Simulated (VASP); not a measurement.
# SnSe (rocksalt type) (Fm-3m) in VASP: further runs

The runs below take SnSe (rocksalt type) through single point, with r2SCAN.

Everything below comes from runs of VASP 6.6.1. Logs are shortened: lines on timing, memory, paths and dates and some standing lists are left out, and cuts for length are marked.

## (1) The cell of the first run

The structure is cubic, space group Fm-3m (No. 225). Conventional cell: a = 5.187 Å, b = 5.187 Å, c = 5.187 Å, α = 90.00°, β = 90.00°, γ = 90.00°. Within 3.4 Å of Sn (site symmetry m-3m) lie 6 Se at 2.59 Å. Within 3.4 Å of Se (site symmetry m-3m) lie 6 Sn at 2.59 Å.

## (2) Single point, r2SCAN (17.44 Å³/atom)

Contents of POSCAR:

```
SnSe
1.0
    0.0000000000      2.5934682067      2.5934682067
    2.5934682067      0.0000000000      2.5934682067
    2.5934682067      2.5934682067      0.0000000000
Sn Se
1 1
Direct
    0.0000000000      0.0000000000      0.0000000000
    0.5000000000      0.5000000000      0.5000000000
```

Contents of INCAR.step1:

```
PREC = Accurate
ENCUT = 520
ISMEAR = -1
SIGMA = 0.1
LREAL = F
LASPH = T
NELM = 100
NBANDS = 17
GGA = PE
ALGO = Normal
EDIFF = 1E-4
LWAVE = T
LCHARG = F
```

Contents of INCAR.step2:

```
PREC = Accurate
ENCUT = 520
EDIFF = 1E-6
ISMEAR = -1
SIGMA = 0.1
LREAL = F
LASPH = T
NELM = 100
ALGO = Normal
ISIF = 2
LWAVE = F
LCHARG = F
METAGGA = R2SCAN
LMIXTAU = T
NBANDS = 17
ISTART = 1
```

Contents of KPOINTS:

```
regular mesh
0
Gamma
  12 12 12
```

Potentials or basis: VASP PAW PBE potentials, release 64 (Sn_d, Se).

Command:

```sh
$ cat potpaw_PBE.64/Sn_d/POTCAR potpaw_PBE.64/Se/POTCAR > POTCAR
$ cp INCAR.step1 INCAR
$ mpirun -np 1 vasp_std > vasp.out
$ cp INCAR.step2 INCAR
$ mpirun -np 1 vasp_std > vasp.out
```

OUTCAR:

```text
PREC = Accurate
   ENCUT = 520
   EDIFF = 1E-6
   ISMEAR = -1
   LREAL = F
   LASPH = T
   NELM = 100
   ISIF = 2
   METAGGA = R2SCAN
   ISTART = 1

 ion  position               nearest neighbor table
   1  0.000  0.000  0.000-   2 2.59   2 2.59   2 2.59   2 2.59   2 2.59   2 2.59
   2  0.500  0.500  0.500-   1 2.59   1 2.59   1 2.59   1 2.59   1 2.59   1 2.59

  LATTYP: Found a face centered cubic cell.
 ALAT       =     5.1869364134

  Lattice vectors:

 A1 = (   0.0000000000,   2.5934682067,   2.5934682067)
 A2 = (   2.5934682067,   0.0000000000,   2.5934682067)
 A3 = (   2.5934682067,   2.5934682067,   0.0000000000)

Analysis of symmetry for initial positions (statically):
=====================================================================
 Subroutine PRICEL returns:
 Original cell was already a primitive cell.

 Routine SETGRP: Setting up the symmetry group for a
 face centered cubic supercell.

 Subroutine GETGRP returns: Found 48 space group operations
 (whereof 48 operations were pure point group operations)
 out of a pool of 48 trial point group operations.

The static configuration has the point symmetry O_h .

Analysis of symmetry for dynamics (positions and initial velocities):
=====================================================================
 Subroutine PRICEL returns:
 Original cell was already a primitive cell.

 Routine SETGRP: Setting up the symmetry group for a
 face centered cubic supercell.

 Subroutine GETGRP returns: Found 48 space group operations
 (whereof 48 operations were pure point group operations)
 out of a pool of 48 trial point group operations.

The dynamic configuration has the point symmetry O_h .

 Subroutine INISYM returns: Found 48 space group operations
 (whereof 48 operations are pure point group operations),
 and found     1 'primitive' translations

----------------------------------------------------------------------------------------

                                     Primitive cell

  volume of cell :      34.8877

  direct lattice vectors                    reciprocal lattice vectors
     0.000000000  2.593468207  2.593468207    -0.192792030  0.192792030  0.192792030
     2.593468207  0.000000000  2.593468207     0.192792030 -0.192792030  0.192792030
     2.593468207  2.593468207  0.000000000     0.192792030  0.192792030 -0.192792030

  length of vectors
     3.667717911  3.667717911  3.667717911     0.333925591  0.333925591  0.333925591

  position of ions in fractional coordinates (direct lattice)
[... 77 lines left out ...]
   ENCUT  =  520.0 eV  38.22 Ry    6.18 a.u.   6.82  6.82  6.82*2*pi/ulx,y,z
   NELM   =    100;   NELMIN=  2; NELMDL=  0     # of ELM steps
   EDIFF  = 0.1E-05   stopping-criterion for ELM
   LREAL  =      F    real-space projection
   EDIFFG = 0.1E-04   stopping-criterion for IOM
   NSW    =      0    number of steps for IOM
   IBRION =     -1    ionic relax: 0-MD 1-quasi-New 2-CG
   NFREE  =      0    steps in history (QN), initial steepest desc. (CG)
   ISIF   =      2    stress and relaxation
   ISYM   =      2    0-nonsym 1-usesym 2-fastsym
   POTIM  = 0.5000    time-step for ionic-motion
   TEBEG  =    0.0;   TEEND  =   0.0 temperature during run
   PSTRESS=    0.0 pullay stress
   NELECT =      20.0000    total number of electrons
   NUPDOWN=      -1.0000    fix difference up-down
   EMIN   =  10.00;   EMAX   =-10.00  energy-range for DOS
   EFERMI =   0.00;   METHOD = LEGACY
   ISMEAR =    -1;   SIGMA  =   0.10  broadening in eV -4-tet -1-fermi 0-gaus
   EFERMI_NEDOS =   21; number of points for ismear=-14 and -15
   IALGO  =     38    algorithm
   IMIX   =      4    mixing-type and parameters
     AMIX     =   0.40;   BMIX     =  1.00
     AMIX_MAG =   1.60;   BMIX_MAG =  1.00
  volume/ion in A,a.u.               =      17.44       117.72
  Fermi-wavevector in a.u.,A,eV,Ry     =   1.359963  2.569958 25.163983  1.849501
  Thomas-Fermi vector in A             =   2.486666
   LORBIT       =      0    0 simple, 1 ext, 2 COOP (PROOUT), +10 PAW based schemes
   METAGGA = R2SCAN    functional components
   LHFCALC =     F    Hartree Fock is set to
   AEXX    =    0.0000 exact exchange contribution
   IVDW    =     0    specifies the selected vdW correction
   LEPSILON=     F    determine dielectric tensor
   LRPA    =     F    only Hartree local field effects (RPA)
 non-spin polarized calculation
  energy-cutoff  :      520.00
  volume of cell :       34.89
 maximum number of plane-waves:       960
   NGX = 13   NGY = 13   NGZ = 13

 number of electron      20.0000004 magnetization

 Free energy of the ion-electron system (eV)
  ---------------------------------------------------
  ext. energy  EPLUGINS =         0.00000000
  ---------------------------------------------------
  free energy    TOTEN  =       -37.34023665 eV

  energy without entropy =      -37.32357042  energy(sigma->0) =      -37.33190353

 E-fermi :  12.4013     XC(G=0): -12.5745

 val. band max:       12.3493307766   @ k =  -0.4167   0.1667   0.0833
 cond. band min:      12.4448697540   @ k =  -0.2500   0.0833   0.0000
 fundamental gap:      0.0955389775
 Fermi energy:        12.4012734894

 k-point     1 :       0.0000    0.0000    0.0000
  band No.  band energies     occupation
      1     -11.0809      2.00000
      2     -11.0809      2.00000
      3     -11.0351      2.00000
      4     -11.0351      2.00000
      5     -11.0351      2.00000
      6      -6.9815      2.00000
[... 457 lines left out ...]
      4     -10.9787      2.00000
      5     -10.9606      2.00000
      6      -4.3554      2.00000
[... 9 lines left out ...]
     16      22.3277      0.00000
     17      26.0929      0.00000

 [... further k-points ...]

------------------------ aborting loop because EDIFF is reached ----------------------------------------

  FORCE on cell =-STRESS in cart. coord.  units (eV):
  Direction    XX          YY          ZZ          XY          YZ          ZX
  --------------------------------------------------------------------------------------
  -------------------------------------------------------------------------------------
  Total       13.3506810     13.3506810     13.3506810     -0.0000000     -0.0000000      0.0000000
  in kB      613.1139811    613.1139811    613.1139811     -0.0000000     -0.0000000      0.0000000
  external PRESSURE =     613.1139811 kB  Pullay stress =       0.0000000 kB

 VOLUME and BASIS-vectors are now :
 -----------------------------------------------------------------------------
  energy-cutoff  :      520.00
  volume of cell :       34.89
      direct lattice vectors                 reciprocal lattice vectors
     0.000000000  2.593468207  2.593468207    -0.192792030  0.192792030  0.192792030
     2.593468207  0.000000000  2.593468207     0.192792030 -0.192792030  0.192792030
     2.593468207  2.593468207  0.000000000     0.192792030  0.192792030 -0.192792030

 POSITION                                       TOTAL-FORCE (eV/Angst)
 -----------------------------------------------------------------------------------
      0.00000      0.00000      0.00000         0.000000     -0.000000      0.000000
      2.59347      2.59347      2.59347        -0.000000      0.000000     -0.000000
 -----------------------------------------------------------------------------------
    total drift:                               -0.000000      0.000000      0.000000

  FREE ENERGIE OF THE ION-ELECTRON SYSTEM (eV)
  ---------------------------------------------------
  free  energy   TOTEN  =       -37.3402366487 eV

  energy  without entropy=      -37.3235704188  energy(sigma->0) =      -37.33190353
```

OUTCAR.step1:

```text
PREC = Accurate
   ENCUT = 520
   ISMEAR = -1
   LREAL = F
   LASPH = T
   NELM = 100
[... 698 lines left out ...]
 -----------------------------------------------------------------------------------
      0.00000      0.00000      0.00000         0.000000      0.000000      0.000000
      2.59347      2.59347      2.59347        -0.000000     -0.000000     -0.000000
 -----------------------------------------------------------------------------------
    total drift:                               -0.000000      0.000000      0.000000

  FREE ENERGIE OF THE ION-ELECTRON SYSTEM (eV)
  ---------------------------------------------------
  free  energy   TOTEN  =        -5.5719145780 eV

  energy  without entropy=       -5.5551195042  energy(sigma->0) =       -5.56351704
```

OSZICAR.step1:

```text
N       E                     dE             d eps       ncg     rms          rms(c)
DAV:   1     0.136460366085E+03    0.13646E+03   -0.98856E+03  2558   0.170E+03
DAV:   2     0.539008033732E+01   -0.13107E+03   -0.12646E+03  2640   0.380E+02
DAV:   3    -0.544730251930E+01   -0.10837E+02   -0.10736E+02  3042   0.912E+01
DAV:   4    -0.567072341845E+01   -0.22342E+00   -0.22323E+00  2948   0.132E+01
DAV:   5    -0.567595688892E+01   -0.52335E-02   -0.52330E-02  3336   0.202E+00    0.787E+00
DAV:   6    -0.559116496219E+01    0.84792E-01   -0.92672E-02  3575   0.256E+00    0.479E+00
DAV:   7    -0.557313560017E+01    0.18029E-01   -0.60788E-02  3582   0.151E+00    0.659E-01
DAV:   8    -0.557185274098E+01    0.12829E-02   -0.76125E-03  3529   0.840E-01    0.116E-01
DAV:   9    -0.557191457799E+01   -0.61837E-04   -0.38605E-04  2905   0.196E-01
   1 F= -.55719146E+01 E0= -.55635170E+01  d E =-.167951E-01
```

Wall time 66 s (1 thread of Intel Xeon 6975P-C (Granite Rapids), shared host); peak memory 0.19 GiB.

Results:

```yaml
Free_energy: -37.3402 eV
Pressure: 61.3 GPa
Band_gap_on_the_k_mesh: zero (bands 10 and 11 overlap by 0.69 eV)
```

Levels at points of the mesh, in eV from the Fermi level:
```csv
k point,band 6,band 7,band 8,band 9,band 10,band 11,band 12,band 13,band 14,band 15
"(0.00, 0.00, 0.00)",-19.38,-4.66,-4.66,-4.66,-3.28,4.85,4.85,4.85,5.81,5.81
"(0.50, 0.00, 0.00)",-17.07,-12.35,-4.11,-4.11,-0.86,0.06,0.06,2.50,9.85,10.46
"(0.50, 0.50, 0.00)",-15.84,-10.32,-7.23,-7.23,-7.06,0.81,8.12,8.12,9.20,11.90
```

Caveat: the cell stands under pressure; semilocal functionals underestimate gaps, and a narrow one can read as zero; the PAW data sets were made with another functional, which shifts forces and pressure a little; spin-orbit coupling is left out, which moves the levels of the heavy elements.

## (3) Single point, r2SCAN (17.44 Å³/atom)

POSCAR is that of step 2.

Contents of INCAR.step1:

```
SYSTEM = SnSe
  PREC = Accurate
  ENCUT = 520
  ISMEAR = -1
  SIGMA = 0.1
  LREAL = .FALSE.
  LASPH = .TRUE.
  NELM = 80
  NBANDS = 17
  GGA = PE
  ALGO = Normal
  EDIFF = 1E-4
  LWAVE = .TRUE.
  LCHARG = .FALSE.
```

Contents of INCAR.step2:

```
SYSTEM = SnSe
  PREC = Accurate
  ENCUT = 520
  EDIFF = 1E-6
  ISMEAR = -1
  SIGMA = 0.1
  LREAL = .FALSE.
  LASPH = .TRUE.
  NELM = 80
  ALGO = Normal
  ISIF = 2
  LWAVE = .FALSE.
  LCHARG = .TRUE.
  METAGGA = R2SCAN
  LMIXTAU = .TRUE.
  LELF = .TRUE.
  LVHAR = .TRUE.
  NBANDS = 17
  ISTART = 1
```

Contents of KPOINTS:

```
regular mesh
0
G
  12 12 12
  0 0 0
```

Potentials or basis: VASP PAW PBE potentials, release 64 (Sn_d, Se).

Command:

```sh
$ cat potpaw_PBE.64/Sn_d/POTCAR potpaw_PBE.64/Se/POTCAR > POTCAR
$ cp INCAR.step1 INCAR
$ mpirun -np 1 vasp_std > vasp.out
$ cp INCAR.step2 INCAR
$ mpirun -np 1 vasp_std > vasp.out
```

It took 69 s on 1 thread of Intel Xeon 6975P-C (Granite Rapids), shared host; peak memory 0.19 GiB.

The run converged. Its results:

- Free energy: -37.3402 eV
- Pressure: 61.3 GPa
- Band gap on the k mesh: zero (bands 10 and 11 overlap by 0.69 eV)

Levels at points of the mesh, in eV from the Fermi level:
```
           k point  band 7  band 8  band 9  band 10  band 11  band 12  band 13  band 14
(0.00, 0.00, 0.00)   -4.66   -4.66   -4.66    -3.28     4.85     4.85     4.85     5.81
(0.50, 0.00, 0.00)  -12.35   -4.11   -4.11    -0.86     0.06     0.06     2.50     9.85
(0.50, 0.50, 0.00)  -10.32   -7.23   -7.23    -7.06     0.81     8.12     8.12     9.20
```

Caveat: the cell stands under pressure; semilocal functionals underestimate gaps, and a narrow one can read as zero; the PAW data sets were made with another functional, which shifts forces and pressure a little; spin-orbit coupling is left out, which moves the levels of the heavy elements.

## (4) Single point, r2SCAN (19.62 Å³/atom)

This run uses another cell than the first one, of 19.62 Å³/atom.

Contents of POSCAR:

```
SnSe
1.0
    0.0000000000      2.6973156312      2.6973156312
    2.6973156312      0.0000000000      2.6973156312
    2.6973156312      2.6973156312      0.0000000000
Sn Se
1 1
Direct
    0.0000000000      0.0000000000      0.0000000000
    0.5000000000      0.5000000000      0.5000000000
```

Contents of INCAR.step1:

```
SYSTEM = SnSe
ALGO     = Normal         ! electronic algorithm
EDIFF    = 1E-4           ! SCF threshold, eV
ENCUT    = 520            ! plane-wave cutoff, eV
GGA      = PE             ! functional
ISMEAR   = -1             ! smearing method
LASPH    = .True.         ! aspherical terms in the spheres
LCHARG   = .False.        ! write CHGCAR
LREAL    = .False.        ! projectors in reciprocal space
LWAVE    = .True.         ! write WAVECAR
NBANDS   = 17             ! bands
NELM     = 80             ! most SCF steps
PREC     = Accurate       ! precision mode
SIGMA    = 0.1            ! smearing width, eV
```

Contents of INCAR.step2:

```
SYSTEM = SnSe
ALGO     = Normal         ! electronic algorithm
EDIFF    = 1E-6           ! SCF threshold, eV
ENCUT    = 520            ! plane-wave cutoff, eV
ISIF     = 2              ! what is computed and relaxed
ISMEAR   = -1             ! smearing method
ISTART   = 1            
LASPH    = .True.         ! aspherical terms in the spheres
LCHARG   = .False.        ! write CHGCAR
LMIXTAU  = .True.       
LREAL    = .False.        ! projectors in reciprocal space
LWAVE    = .False.        ! write WAVECAR
METAGGA  = R2SCAN         ! meta-GGA
NBANDS   = 17             ! bands
NELM     = 80             ! most SCF steps
PREC     = Accurate       ! precision mode
SIGMA    = 0.1            ! smearing width, eV
```

Contents of KPOINTS:

```
k-points
0
Gamma
  12 12 12
  0 0 0
```

Command:

```sh
$ cat potpaw_PBE.64/Sn_d/POTCAR potpaw_PBE.64/Se/POTCAR > POTCAR
$ cp INCAR.step1 INCAR
$ mpirun -np 1 vasp_std > vasp.out
$ cp INCAR.step2 INCAR
$ mpirun -np 1 vasp_std > vasp.out
```

It took 69 s on 1 thread of Intel Xeon 6975P-C (Granite Rapids), shared host; peak memory 0.2 GiB.

It converged, with:

| Property | Result |
| --- | --- |
| Free energy | -38.6200 eV |
| Pressure | 34.9 GPa |
| Band gap on the k mesh | 0.02 eV (least direct gap 0.39 eV) |

Levels at points of the mesh, in eV from the valence-band top:
```tsv
k point	band 7	band 8	band 9	band 10	band 11	band 12	band 13	band 14
(0.00, 0.00, 0.00)	-4.28	-4.28	-4.28	-4.18	5.00	5.00	5.00	5.22
(0.50, 0.00, 0.00)	-11.37	-3.85	-3.85	-0.77	0.22	0.22	1.66	9.23
(0.50, 0.50, 0.00)	-9.21	-7.03	-6.50	-6.50	1.30	7.15	7.15	8.16
```

Caveat: the cell stands under pressure; the smearing spreads over this small gap; semilocal functionals underestimate gaps, and a narrow one can read as zero; the PAW data sets were made with another functional, which shifts forces and pressure a little; spin-orbit coupling is left out, which moves the levels of the heavy elements. A k mesh can miss the band edges.

## (5) Single point, r2SCAN (21.80 Å³/atom)

This run uses another cell than the first one, of 21.80 Å³/atom.

Contents of POSCAR:

```
SnSe
1.0
    0.0000000000      2.7937289360      2.7937289360
    2.7937289360      0.0000000000      2.7937289360
    2.7937289360      2.7937289360      0.0000000000
Sn Se
1 1
Direct
    0.0000000000      0.0000000000      0.0000000000
    0.5000000000      0.5000000000      0.5000000000
```

INCAR.step1, as its differences from that of step 4:

```diff
@@ -11,3 +11,3 @@
 NBANDS   = 17             ! bands
-NELM     = 80             ! most SCF steps
+NELM     = 100            ! most SCF steps
 PREC     = Accurate       ! precision mode
```

INCAR.step2, as its differences from that of step 4:

```diff
@@ -14,3 +14,3 @@
 NBANDS   = 17             ! bands
-NELM     = 80             ! most SCF steps
+NELM     = 100            ! most SCF steps
 PREC     = Accurate       ! precision mode
```

KPOINTS is that of step 4.

Command:

```sh
$ cat potpaw_PBE.64/Sn_d/POTCAR potpaw_PBE.64/Se/POTCAR > POTCAR
$ cp INCAR.step1 INCAR
$ mpirun -np 1 vasp_std > vasp.out
$ cp INCAR.step2 INCAR
$ mpirun -np 1 vasp_std > vasp.out
```

Wall time 89 s (1 thread of Intel Xeon 6975P-C (Granite Rapids), shared host); peak memory 0.2 GiB.

Results (log left out):

```
Free energy            : -39.3375 eV
Pressure               : 19.0 GPa
Band gap on the k mesh : 0.20 eV (least direct gap 0.40 eV)
```

Levels at points of the mesh, in eV from the valence-band top:
```csv
k point,band 7,band 8,band 9,band 10,band 11,band 12,band 13,band 14
"(0.00, 0.00, 0.00)",-4.50,-3.61,-3.61,-3.61,5.05,5.05,5.05,5.47
"(0.50, 0.00, 0.00)",-10.25,-3.25,-3.25,-0.38,0.67,0.67,1.32,9.09
"(0.50, 0.50, 0.00)",-7.96,-6.67,-5.56,-5.56,2.04,6.67,6.67,7.59
```

Caveat: the cell stands under pressure; semilocal functionals underestimate gaps, and a narrow one can read as zero; the PAW data sets were made with another functional, which shifts forces and pressure a little; spin-orbit coupling is left out, which moves the levels of the heavy elements. A k mesh can miss the band edges.

## (6) Single point, r2SCAN (21.80 Å³/atom)

This run uses another cell than the first one, of 21.80 Å³/atom.

POSCAR is that of step 5.

Contents of INCAR.step1:

```
PREC = Accurate
ENCUT = 520
ISMEAR = -1
SIGMA = 0.1
LREAL = F
LASPH = T
NELM = 60
NBANDS = 17
GGA = PE
ALGO = Normal
EDIFF = 1E-4
LWAVE = T
LCHARG = F
```

Contents of INCAR.step2:

```
PREC = Accurate
ENCUT = 520
EDIFF = 1E-6
ISMEAR = -1
SIGMA = 0.1
LREAL = F
LASPH = T
NELM = 60
ALGO = Normal
ISIF = 2
LWAVE = F
LCHARG = T
METAGGA = R2SCAN
LMIXTAU = T
LELF = T
LVHAR = T
NBANDS = 17
ISTART = 1
```

Contents of KPOINTS:

```
Automatic mesh
0
Gamma
  12 12 12
```

Potentials or basis: VASP PAW PBE potentials, release 64 (Sn_d, Se).

Command:

```sh
$ cat potpaw_PBE.64/Sn_d/POTCAR potpaw_PBE.64/Se/POTCAR > POTCAR
$ cp INCAR.step1 INCAR
$ mpirun -np 1 vasp_std > vasp.out
$ cp INCAR.step2 INCAR
$ mpirun -np 1 vasp_std > vasp.out
```

It took 89 s on 1 thread of Intel Xeon 6975P-C (Granite Rapids), shared host; peak memory 0.2 GiB.

Results (log left out):

```yaml
Free_energy: -39.3375 eV
Pressure: 19.0 GPa
Band_gap_on_the_k_mesh: 0.20 eV (least direct gap 0.40 eV)
```

Levels at points of the mesh, in eV from the valence-band top:
```
           k point  band 6  band 7  band 8  band 9  band 10  band 11  band 12  band 13  band 14  band 15
(0.00, 0.00, 0.00)  -16.79   -4.50   -3.61   -3.61    -3.61     5.05     5.05     5.05     5.47     5.47
(0.50, 0.00, 0.00)  -15.24  -10.25   -3.25   -3.25    -0.38     0.67     0.67     1.32     9.09    10.50
(0.50, 0.50, 0.00)  -14.62   -7.96   -6.67   -5.56    -5.56     2.04     6.67     6.67     7.59    11.13
```

Caveat: the cell stands under pressure; semilocal functionals underestimate gaps, and a narrow one can read as zero; the PAW data sets were made with another functional, which shifts forces and pressure a little; spin-orbit coupling is left out, which moves the levels of the heavy elements.

## (7) Summary

| cell | gap on the mesh (eV) | pressure (GPa) |
| --- | --- | --- |
| a = 3.668 Å, angles 60.0°, 2 atoms | none | 61.3 |
| a = 3.815 Å, angles 60.0°, 2 atoms | 0.02 | 34.9 |
| a = 3.951 Å, angles 60.0°, 2 atoms | 0.20 | 19.0 |

Alike in all rows: task single point; level r2SCAN; potentials or basis VASP PAW PBE potentials, release 64 (Sn_d, Se); no spin polarisation; k mesh 12 × 12 × 12; cutoff (eV) 520; smearing fermi-dirac 0.1 eV.

Caveats: the cell stands under pressure; semilocal functionals underestimate gaps, and a narrow one can read as zero; the PAW data sets were made with another functional, which shifts forces and pressure a little; spin-orbit coupling is left out, which moves the levels of the heavy elements; the smearing spreads over this small gap (at least some runs).

Total energies depend on the potentials used, so only differences within one code and one set of settings carry meaning.

The gap in the log of VASP goes by the Fermi energy; the results here count the filled bands.